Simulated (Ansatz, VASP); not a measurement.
## Two plane-wave programs on Be3H4Br2

File INCAR:

```
ALGO = Normal ; EDIFF = 1E-6
ENCUT = 600 ; GGA = PE
GGA_COMPAT = F ; ISIF = 2
ISMEAR = 0 ; LASPH = T
LCHARG = F ; LREAL = F
LWAVE = F ; NBANDS = 22
NELM = 120 ; PREC = Accurate
SIGMA = 0.1
```

Contents of KPOINTS:

```
k-points
0
Gamma
  6 6 2
```

The input POSCAR:

```
Be3H4Br2
1.0
    3.7185887685      0.0000000000      0.0000000000
   -1.7333624472      3.3501395968      0.0000000000
   -0.2245697711     -0.2235141075     12.6542486419
Be H Br
3 4 2
Direct
    0.4868676298      0.9238022739      0.0659316311
    0.8717529362      0.3275063015      0.4990285335
    0.9745983697      0.4150747578      0.9345149166
    0.5807111495      0.1638477459      0.4235327853
    0.3259929542      0.5774962847      0.0004410610
    0.1623747164      0.4911081488      0.5746494436
    0.6354573633      0.2615139151      0.0004972329
    0.9961915857      0.9308853649      0.1655991753
    0.9660532951      0.9087652073      0.8358052207
```

Input for Ansatz:

```yaml
crystal:
  lattice:
    - [3.7185887685, 0.0, 0.0]
    - [-1.7333624472, 3.3501395968, 0.0]
    - [-0.2245697711, -0.2235141075, 12.6542486419]
  atoms:
    - { symbol: Be, position: [0.4868676298, 0.9238022739, 0.0659316311] }
    - { symbol: Be, position: [0.8717529362, 0.3275063015, 0.4990285335] }
    - { symbol: Be, position: [0.9745983697, 0.4150747578, 0.9345149166] }
    - { symbol: H, position: [0.5807111495, 0.1638477459, 0.4235327853] }
    - { symbol: H, position: [0.3259929542, 0.5774962847, 0.000441061] }
    - { symbol: H, position: [0.1623747164, 0.4911081488, 0.5746494436] }
    - { symbol: H, position: [0.6354573633, 0.2615139151, 0.0004972329] }
    - { symbol: Br, position: [0.9961915857, 0.9308853649, 0.1655991753] }
    - { symbol: Br, position: [0.9660532951, 0.9087652073, 0.8358052207] }
basis:
  ecutwfc: 420
kpoints:
  mp_grid: { grid: [6, 6, 2] }
hamiltonian:
  xc: pbe
scf:
  occupations: { method: gaussian, width: 0.1 }
  lower_state_search: "off"
output:
  forces: true
  stress: true
  eigenvalues: true
```

Change from the starting cell: the structure that the rattled cell fell into.

Alike in both runs: task single point; functional PBE; k mesh 6 × 6 × 2; occupations gaussian, width 0.1 eV; no spin polarisation.

|  | VASP | Ansatz |
| --- | --- | --- |
| version | VASP 6.6.1 | Ansatz 0.2.0 |
| potentials or method | VASP PAW PBE potentials, release 64 (Be, H, Br), cutoff 600 eV | scalar-relativistic, plane waves, PAW |
| valence electrons in the cell | 24 | 24 |

```csv
,VASP,Ansatz,Ansatz less VASP
gap on the k mesh at the Fermi level (eV),3.23,3.21,-0.020
least direct gap on the mesh (eV),4.10,4.08,-0.021
pressure (GPa),0.0,0.0,0.00
"traceless stress, the component that is largest in VASP (GPa)",0.09,0.10,+0.009
rms of the force components (eV/Å),0.007,0.004,-0.0037
```

Atom by atom the forces differ by 0.005 eV/Å (rms over components).
